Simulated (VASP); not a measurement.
Write the native input for VASP 6.6.1 that does the following.

```
Task                   : single point
Functional             : PBEsol
Potentials or basis    : VASP PAW PBE potentials, release 64 (C, O)
Cutoff                 : 520 eV
k mesh                 : 8 × 8 × 8
Occupations            : gaussian, width 0.01 eV
Spin                   : no spin polarisation
Dipole correction      : no
Further INCAR settings : ALGO = Normal; EDIFF = 1e-06; NBANDS = 25
```

The structure of CO2 (CO2-V) lies in POSCAR:

```
CO2
1.0
   -1.7171173567      1.7171173567      2.9794418966
    1.7171173567     -1.7171173567      2.9794418966
    1.7171173567      1.7171173567     -2.9794418966
C O
2 4
Direct
    0.0000000000      0.0000000000      0.0000000000
    0.7500000000      0.2500000000      0.5000000000
    0.3750000000      0.3374172389      0.4624172389
    0.6625827611      0.1250000000      1.0375827611
    0.8750000000      0.9125827611      0.5375827611
    0.0874172389      0.6250000000     -0.0375827611
```

The input as run:

INCAR

```
SYSTEM = CO2
  PREC = Accurate
  ENCUT = 520
  EDIFF = 1E-6
  ISMEAR = 0
  SIGMA = 0.01
  LREAL = .False.
  LASPH = .True.
  NELM = 100
  ALGO = Normal
  ISIF = 2
  LWAVE = .False.
  LCHARG = .True.
  GGA = PS
  LELF = .True.
  LVHAR = .True.
  NBANDS = 25
```

KPOINTS

```
regular mesh
0
Gamma
  8 8 8
  0 0 0
```

Potentials or basis: VASP PAW PBE potentials, release 64 (C, O).

Command:

```bash
$ cat potpaw_PBE.64/C/POTCAR potpaw_PBE.64/O/POTCAR > POTCAR
$ mpirun -np 1 vasp_std > vasp.out
```

It gave:

```
Pressure               : 63.1 GPa
Largest force          : 0.161 eV/Å
Band gap on the k mesh : 7.18 eV, indirect (least direct gap 7.39 eV)
```

Caveat: the PAW data sets were made with another functional, which shifts forces and pressure a little.

It took 26 s on 1 thread of Intel(R) Xeon(R) 6975P-C (Granite Rapids) (shared host), peak memory 0.18 GiB.
